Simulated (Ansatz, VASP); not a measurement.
## Zr2Si2C in VASP and in Ansatz

INCAR

```
SYSTEM = Zr2Si2C
  PREC = Accurate
  ENCUT = 520
  EDIFF = 1E-6
  ISMEAR = 0
  SIGMA = 0.1
  LREAL = .False.
  LASPH = .True.
  NELM = 150
  ALGO = Normal
  ISIF = 2
  LWAVE = .False.
  LCHARG = .False.
  ISPIN = 2
  MAGMOM = 1 1 0 0 0
  LORBIT = 11
  LMAXMIX = 4
  GGA = PE
  NBANDS = 30
```

KPOINTS

```
Automatic mesh
0
Gamma
  4 6 4
  0 0 0
```

POSCAR

```
Zr2Si2C
1.0
    4.5332251423      0.0000000000      0.0000000000
    0.0000000000      3.1830260542      0.0000000000
   -1.0770826939      0.0000000000      5.3870889844
Zr Si C
2 2 1
Direct
    0.0789473108      0.5000000000      0.2266034491
    0.4663989302      0.0000000000      0.7545867519
    0.9595616222      0.5000000000      0.7277228990
    0.5738833207      0.0000000000      0.2645375703
    0.9212088161      0.0000000000      0.5265493298
```

Input for Ansatz:

```yaml
crystal:
  lattice:
    - [4.5332251423, 0.0, 0.0]
    - [0.0, 3.1830260542, 0.0]
    - [-1.0770826939, 0.0, 5.3870889844]
  atoms:
    - { symbol: Zr, position: [0.0789473108, 0.5, 0.2266034491], spin: 1.0 }
    - { symbol: Zr, position: [0.4663989302, 0.0, 0.7545867519], spin: 1.0 }
    - { symbol: Si, position: [0.9595616222, 0.5, 0.727722899] }
    - { symbol: Si, position: [0.5738833207, 0.0, 0.2645375703] }
    - { symbol: C, position: [0.9212088161, 0.0, 0.5265493298] }
basis:
  ecutwfc: 420
kpoints:
  mp_grid: { grid: [4, 6, 4] }
hamiltonian:
  xc: pbe
scf:
  occupations: { method: gaussian, width: 0.1 }
  lower_state_search: "off"
output:
  forces: true
  stress: true
  eigenvalues: true
  populations: true
magnetization:
  spin_polarized: true
```

Change from the starting cell: the structure that the rattled cell fell into.

Alike in both runs: task single point; functional PBE; k mesh 4 × 6 × 4; occupations gaussian, width 0.1 eV; collinear spin.

```csv
,VASP,Ansatz
version,VASP 6.6.1,Ansatz 0.2.0
potentials or method,"VASP PAW PBE potentials, release 64 (Zr_sv, Si, C), cutoff 520 eV","scalar-relativistic, plane waves, PAW"
valence electrons in the cell,36,36
```

Ansatz gave:

```
gap on the k mesh at the Fermi level (eV)                     : none
pressure (GPa)                                                : -0.1
traceless stress, the component that is largest in VASP (GPa) : 0.14
rms of the force components (eV/Å)                            : 0.032
net moment per atom (μB)                                      : 0.00
```

Problem. What did VASP give for the same quantities?

Solution. gap on the k mesh at the Fermi level (eV): none; pressure (GPa): 0.0; traceless stress, the component that is largest in VASP (GPa): 0.13; rms of the force components (eV/Å): 0.033; net moment per atom (μB): 0.00.

Atom by atom the forces differ by 0.003 eV/Å (rms over components). A gap of «none» marks a metal or a gap that the smearing closes. Ansatz's warnings: seeded moment not kept.
